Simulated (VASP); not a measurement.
# K3LuN2 (P6/mmm) in VASP: further runs, part 2 of 2

VASP 6.6.1.

**4. Relaxation of cell and atoms, PBE**

INCAR

```
ALGO = Normal
EDIFF = 1E-7
EDIFFG = -0.04
ENCUT = 600
GGA = PE
IBRION = 2
ISIF = 3
ISMEAR = 0
LASPH = T
LCHARG = F
LREAL = F
LWAVE = F
NELM = 60
NSW = 90
PREC = Accurate
SIGMA = 0.1
```

KPOINTS

```
k-points
0
Gamma
  3 3 4
```

POSCAR

```
K3LuN2
1.0
    6.0726874500      0.0000000000      0.0000000000
   -3.0363437200      5.2591016000      0.0000000000
    0.0000000000      0.0000000000      5.7223188300
K Lu N
3 1 2
Direct
    0.5000000000      0.0000000000      0.5000000000
    0.0000000000      0.5000000000      0.5000000000
    0.5000000000      0.5000000000      0.5000000000
    0.0000000000      0.0000000000      0.0000000000
    0.0000000000      0.0000000000      0.6505019100
    0.0000000000      0.0000000000      0.3494980900
```

Potentials or basis: VASP PAW PBE potentials, release 64 (K_sv, Lu, N).

Launch:

```bash
> cat potpaw_PBE.64/K_sv/POTCAR potpaw_PBE.64/Lu/POTCAR potpaw_PBE.64/N/POTCAR > POTCAR
> mpirun -np 1 vasp_std > vasp.out
```

OUTCAR:

```text
EDIFF = 1E-7
   EDIFFG = -0.04
   ENCUT = 600
   GGA = PE
   IBRION = 2
   ISIF = 3
   ISMEAR = 0
   LASPH = T
   LREAL = F
   NELM = 60
   NSW = 90
   PREC = Accurate

 ion  position               nearest neighbor table
   1  0.500  0.000  0.500-   3 3.04   3 3.04   2 3.04   2 3.04
   2  0.000  0.500  0.500-   3 3.04   3 3.04   1 3.04   1 3.04
   3  0.500  0.500  0.500-   1 3.04   1 3.04   2 3.04   2 3.04
   4  0.000  0.000  0.000-   5 2.00   6 2.00
   5  0.000  0.000  0.651-   6 1.72   4 2.00
   6  0.000  0.000  0.349-   5 1.72   4 2.00

  LATTYP: Found a hexagonal cell.
 ALAT       =     6.0726874500
 C/A-ratio  =     0.9423041902

  Lattice vectors:

 A1 = (   6.0726874500,   0.0000000000,   0.0000000000)
 A2 = (  -3.0363437200,   5.2591016000,   0.0000000000)
 A3 = (   0.0000000000,   0.0000000000,   5.7223188300)

Analysis of symmetry for initial positions (statically):
=====================================================================
 Subroutine PRICEL returns:
 Original cell was already a primitive cell.

 Routine SETGRP: Setting up the symmetry group for a
 hexagonal supercell.

 Subroutine GETGRP returns: Found 24 space group operations
 (whereof 24 operations were pure point group operations)
[... 161 lines left out ...]

  FORCE on cell =-STRESS in cart. coord.  units (eV):
  Direction    XX          YY          ZZ          XY          YZ          ZX
  --------------------------------------------------------------------------------------
  -------------------------------------------------------------------------------------
  Total        0.8312029      0.8312029     -1.0886183      0.0000000      0.0000000      0.0000000
  in kB        7.2870722      7.2870722     -9.5438075      0.0000000      0.0000000      0.0000000
  external PRESSURE =       1.6767789 kB  Pullay stress =       0.0000000 kB
[... 101 lines left out ...]
  FREE ENERGIE OF THE ION-ELECTRON SYSTEM (eV)
  ---------------------------------------------------
  free  energy   TOTEN  =       -22.8631416840 eV

  energy  without entropy=      -22.8392531177  energy(sigma->0) =      -22.85119740

[... ionic steps 4 to 23 ...]

--------------------------------------- Ionic step       24  -------------------------------------------

 number of electron      62.0000016 magnetization

------------------------ aborting loop because EDIFF is reached ----------------------------------------
[... 75 lines left out ...]
--------------------------------------- Ionic step       26  -------------------------------------------

 number of electron      62.0000018 magnetization

 Free energy of the ion-electron system (eV)
  ---------------------------------------------------
  ext. energy  EPLUGINS =         0.00000000
  ---------------------------------------------------
  free energy    TOTEN  =       -23.22348475 eV

  energy without entropy =      -23.20691846  energy(sigma->0) =      -23.21520160

 E-fermi :   0.7179     XC(G=0):  -7.0451

 val. band max:        0.6880484634   @ k =   0.3333  -0.0000   0.5000
 cond. band min:       0.8913846190   @ k =   0.3333   0.3333   0.2500
 fundamental gap:      0.2033361556
 Fermi energy:         0.7179088422

 k-point     1 :       0.0000    0.0000    0.0000
  band No.  band energies     occupation
      1     -55.4147      2.00000
      2     -31.8621      2.00000
      3     -31.7823      2.00000
      4     -31.7823      2.00000
      5     -26.2605      2.00000
      6     -26.2605      2.00000
[... 382 lines left out ...]
  FREE ENERGIE OF THE ION-ELECTRON SYSTEM (eV)
  ---------------------------------------------------
  free  energy   TOTEN  =       -23.2234847474 eV

  energy  without entropy=      -23.2069184587  energy(sigma->0) =      -23.21520160

 reached required accuracy - stopping structural energy minimisation
```

CONTCAR:

```text
K3LuN2
   1.00000000000000
     6.9618477359969502    0.0000000009351170    0.0000000000000000
    -3.4809238614565405    6.0291369947985229    0.0000000000000000
     0.0000000000000000    0.0000000000000000    5.4373217187502831
  K               Lu              N
     3     1     2
Direct
     0.5000000000000000    0.0000000000000000    0.5000000000000000
     0.0000000000000000    0.5000000000000000    0.5000000000000000
     0.5000000000000000    0.5000000000000000    0.5000000000000000
     0.0000000000000000    0.0000000000000000    0.0000000000000000
     0.0000000000000000    0.0000000000000000    0.6156255702441898
     0.0000000000000000    0.0000000000000000    0.3843744297558101

  0.00000000E+00  0.00000000E+00  0.00000000E+00
  0.00000000E+00  0.00000000E+00  0.00000000E+00
  0.00000000E+00  0.00000000E+00  0.00000000E+00
  0.00000000E+00  0.00000000E+00  0.00000000E+00
  0.00000000E+00  0.00000000E+00  0.00000000E+00
  0.00000000E+00  0.00000000E+00  0.00000000E+00
```

Wall time 28 min (1 thread of Intel Xeon Platinum 8488C (Sapphire Rapids), shared host); peak memory 0.44 GiB.

Results:

| Item | Value |
| --- | --- |
| Free energy | -23.2235 eV |
| Relaxed volume | 38.04 Å³/atom |
| Relaxed cell | a = 6.962 Å, b = 6.962 Å, c = 5.437 Å, α = 90.00°, β = 90.00°, γ = 120.00° |
| Space group after relaxing (to 0.05 Å) | P6/mmm (No. 191) |
| Energy gained by relaxing | 251.1 meV/atom |
| Ionic steps | 26 |
| Pressure after relaxing | 0.1 GPa |
| Largest force after relaxing | 0.028 eV/Å |
| Band gap on the k mesh | zero (band 31 reaches 0.92 eV, above the bottom of band 32 at 0.26 eV) |

Forces on the atoms (eV/Å):
```
K    0.000  0.000  0.000
K    0.000  0.000  0.000
K    0.000  0.000  0.000
Lu   0.000  0.000  0.000
N    0.000  0.000  0.028
N    0.000  0.000 -0.028
```

The path:
| step | energy change (eV) | largest force (eV/Å) | pressure (GPa) | volume (Å³) |
| --- | --- | --- | --- | --- |
| 1 | 0.0000 | 4.7378 | 0.17 | 182.75 |
| 2 | -1.0507 | 3.1789 | 0.44 | 183.58 |
| 3 | -1.1461 | 0.4151 | -0.86 | 183.41 |
| 4 | -1.1520 | 0.0022 | -0.72 | 183.44 |
| 5 | -1.1524 | 0.2197 | -0.64 | 183.45 |
| 6 | -1.1261 | 4.3082 | 3.54 | 180.24 |
| 7 | -1.2400 | 1.6636 | 1.16 | 181.92 |
| 8 | -1.2928 | 1.4023 | 1.82 | 184.21 |
| 9 | -1.3146 | 0.3422 | 1.50 | 183.44 |
| 10 | -1.3587 | 0.4102 | 0.99 | 188.50 |
| 11 | -1.4309 | 0.6778 | -0.22 | 204.19 |
| 12 | -1.4411 | 0.8406 | -0.67 | 211.80 |
| 13 | -1.4689 | 0.1798 | -0.37 | 214.80 |
| 14 | -1.4797 | 0.6647 | -0.03 | 217.81 |
| 15 | -1.4916 | 0.4833 | 0.13 | 219.58 |
| 16 | -1.4998 | 0.1812 | 0.39 | 222.40 |
| 17 | -1.4998 | 0.1489 | 0.42 | 222.68 |
| 18 | -1.5021 | 0.2494 | 0.19 | 224.20 |
| 19 | -1.5022 | 0.2736 | 0.18 | 224.29 |
| 20 | -1.5043 | 0.1280 | 0.06 | 225.76 |
| 21 | -1.5047 | 0.0360 | -0.01 | 226.71 |
| 22 | -1.5047 | 0.0216 | -0.02 | 226.86 |
| 23 | -1.5053 | 0.0923 | 0.04 | 227.17 |
| 24 | -1.5054 | 0.1765 | 0.09 | 227.40 |
| 25 | -1.5058 | 0.1390 | 0.09 | 227.61 |
| 26 | -1.5065 | 0.0283 | 0.11 | 228.23 |

Final structure:
```
K Lu N
1.0
     6.96185    0.00000    0.00000
    -3.48092    6.02914    0.00000
     0.00000    0.00000    5.43732
K Lu N
3 1 2
Cartesian
  3.4809 0.0000 2.7187
  -1.7405 3.0146 2.7187
  1.7405 3.0146 2.7187
  0.0000 0.0000 0.0000
  0.0000 0.0000 3.3474
  0.0000 0.0000 2.0900
```

Caveat: the k points lie up to 0.35 Å⁻¹ apart in the final cell; the volume moved by over 15 % at a fixed basis, so the end points are rough; spin-orbit coupling is left out, which moves the levels of the heavy elements.

**5. Single point, PBE**

This run uses another cell than the first one, of 39.86 Å³/atom, 1.309 times its volume.

INCAR

```
ALGO = Normal
EDIFF = 1E-6
ENCUT = 520
GGA = PE
ISIF = 2
ISMEAR = 0
LASPH = True
LCHARG = False
LREAL = False
LWAVE = False
NBANDS = 40
NELM = 100
PREC = Accurate
SIGMA = 0.1
```

KPOINTS

```
k-points
0
Gamma
  6 6 8
```

POSCAR

```
K3LuN2
1.0
    7.1316934598      0.0000000000      0.0000000000
   -3.5658467299      6.1762277082      0.0000000000
    0.0000000000      0.0000000000      5.4295814995
K Lu N
3 1 2
Direct
    0.5000000000      0.0000000000      0.5000000000
    0.0000000000      0.5000000000      0.5000000000
    0.5000000000      0.5000000000      0.5000000000
    0.0000000000      0.0000000000      0.0000000000
    0.0000000000      0.0000000000      0.6150181676
    0.0000000000      0.0000000000      0.3849818324
```

Launch:

```bash
> cat potpaw_PBE.64/K_sv/POTCAR potpaw_PBE.64/Lu/POTCAR potpaw_PBE.64/N/POTCAR > POTCAR
> mpirun -np 1 vasp_std > vasp.out
```

Wall time 6.3 min (1 thread of Intel Xeon Platinum 8488C (Sapphire Rapids), shared host); peak memory 0.54 GiB.

The run converged. Its results:

```
Free energy            : -23.2629 eV
Pressure               : 0.1 GPa
Largest force          : 0.087 eV/Å
Band gap on the k mesh : zero (band 31 reaches 0.83 eV, above the bottom of band 32 at 0.03 eV)
```

Forces in eV/Å, atoms in the order of the input:
```
K    0.000  0.000  0.000
K    0.000  0.000  0.000
K    0.000  0.000  0.000
Lu   0.000  0.000  0.000
N    0.000  0.000  0.087
N    0.000  0.000 -0.087
```

Stress tensor (GPa, compression positive):
```
0.00 0.00 0.00
0.00 0.00 0.00
0.00 0.00 0.40
```

Levels at points of the mesh, in eV from the Fermi level:
```csv
k point,band 29,band 30,band 31,band 32,band 33,band 34
"(0.00, 0.00, 0.00)",-2.08,-0.67,-0.67,0.84,0.84,0.89
"(0.50, 0.00, 0.00)",-0.99,-0.87,-0.64,-0.61,0.67,1.25
"(0.00, 0.00, 0.50)",-1.15,-0.45,0.19,0.19,1.43,1.66
"(0.50, 0.00, 0.50)",-0.60,-0.32,0.19,0.45,0.85,1.23
```

Caveat: the standard files for N, O and F lose accuracy on very short bonds; spin-orbit coupling is left out, which moves the levels of the heavy elements.

**6. Summary**

| task | cell | k mesh | cutoff (eV) | gap on the mesh (eV) | pressure (GPa) | largest force (eV/Å) |
| --- | --- | --- | --- | --- | --- | --- |
| single point | a = 6.073, b = 6.073, c = 5.722 Å, angles 90.0, 90.0, 120.0°, 6 atoms | 3 × 3 × 4 | 520 | none | 0.2 | 4.74 |
| single point | a = 7.091, b = 7.091, c = 5.422 Å, angles 90.0, 90.0, 120.0°, 6 atoms | 3 × 3 × 4 | 520 | none | 0.2 | 0.11 |
| relaxation of cell and atoms | relaxed from a = 6.073, b = 6.073, c = 5.722 Å, angles 90.0, 90.0, 120.0°, 6 atoms | 3 × 3 × 4 | 600 | none | 0.1 | 0.03 |
| single point | a = 7.132, b = 7.132, c = 5.430 Å, angles 90.0, 90.0, 120.0°, 6 atoms | 6 × 6 × 8 | 520 | none | 0.1 | 0.09 |

Alike in all rows: level PBE; potentials or basis VASP PAW PBE potentials, release 64 (K_sv, Lu, N); no spin polarisation; smearing gaussian 0.1 eV.

Caveats: some runs use coarse meshes; spin-orbit coupling is left out, which moves the levels of the heavy elements; the standard files for N, O and F lose accuracy on very short bonds (some runs); forces of over 1 eV/Å act on the atoms, so gaps and moduli don't describe the material at rest (some runs); the volume moved by over 15 % at a fixed basis, so the end points are rough (some runs).

Total energies depend on the potentials used, so only differences within one code and one set of settings carry meaning.
